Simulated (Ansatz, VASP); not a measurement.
# TlZnBr3 in VASP and in Ansatz

The input POSCAR:

```
TlZnBr3
1.0
    5.2004327463      0.0520043275      0.0000000000
    0.0520043275      5.2004327463      0.0000000000
    0.0000000000      0.0000000000      5.2004327463
Tl Zn Br
1 1 3
Direct
    0.0000000000      0.0000000000      0.0000000000
    0.5000000000      0.5000000000      0.5000000000
    0.5000000000      0.5000000000      0.0000000000
    0.5000000000      0.0000000000      0.5000000000
    0.0000000000      0.5000000000      0.5000000000
```

INCAR.step1

```
SYSTEM = TlZnBr3
PREC = Accurate ; ENCUT = 520
ISMEAR = 0 ; SIGMA = 0.01
LREAL = .False. ; LASPH = .True.
NELM = 60 ; NBANDS = 31
GGA = PE ; ALGO = Normal
EDIFF = 1E-4 ; LWAVE = .True.
LCHARG = .False.
```

INCAR.step2

```
SYSTEM = TlZnBr3
PREC = Accurate ; ENCUT = 520
EDIFF = 1E-6 ; ISMEAR = 0
SIGMA = 0.01 ; LREAL = .False.
LASPH = .True. ; NELM = 60
ALGO = Normal ; ISIF = 2
LWAVE = .False. ; LCHARG = .False.
METAGGA = R2SCAN ; LMIXTAU = .True.
NBANDS = 31 ; ISTART = 1
```

File KPOINTS:

```
Automatic mesh
0
Gamma
  6 6 6
  0 0 0
```

Input for Ansatz:

```yaml
crystal:
  lattice:
    - [5.2004327463, 0.0520043275, 0.0]
    - [0.0520043275, 5.2004327463, 0.0]
    - [0.0, 0.0, 5.2004327463]
  atoms:
    - { symbol: Tl, position: [0.0, 0.0, 0.0] }
    - { symbol: Zn, position: [0.5, 0.5, 0.5] }
    - { symbol: Br, position: [0.5, 0.5, 0.0] }
    - { symbol: Br, position: [0.5, 0.0, 0.5] }
    - { symbol: Br, position: [0.0, 0.5, 0.5] }
kpoints:
  mp_grid: { grid: [6, 6, 6] }
  band_path:
    path: [[0.0, 0.0, 0.0], [0.0, 0.5, 0.0], [0.5, 0.5, 0.0], [0.5, 0.5, 0.5]]
    npoints: 1
hamiltonian:
  xc: r2scan
scf:
  occupations: { method: fixed }
  n_extra_bands: 5
output:
  forces: true
  stress: true
  eigenvalues: true
```

Change from the starting cell: shear_xy strain +2.0%.

Alike in both runs: task single point; functional r2SCAN; k mesh 6 × 6 × 6; no spin polarisation.

|  | VASP | Ansatz |
| --- | --- | --- |
| version | VASP 6.6.1 | Ansatz 0.2.0 |
| potentials or method | VASP PAW PBE potentials, release 64 (Tl_d, Zn, Br) | plane waves, PAW |
| plane-wave cutoff (eV) | 520 | 500 |
| occupations | gaussian, width 0.01 eV | fixed |
| valence electrons in the cell | 46 | 46 |

Ansatz gave:

```
gap on the k mesh at the Fermi level (eV)                     : 0.87
pressure (GPa)                                                : 0.0
traceless stress, the component that is largest in VASP (GPa) : -0.39
```

Question: Which values does VASP return?

Answer: gap on the k mesh at the Fermi level (eV): 0.86; pressure (GPa): 0.0; traceless stress, the component that is largest in VASP (GPa): -0.38.

VASP's potentials were made for PBE, not for r2SCAN.

Spin-orbit coupling is off throughout.
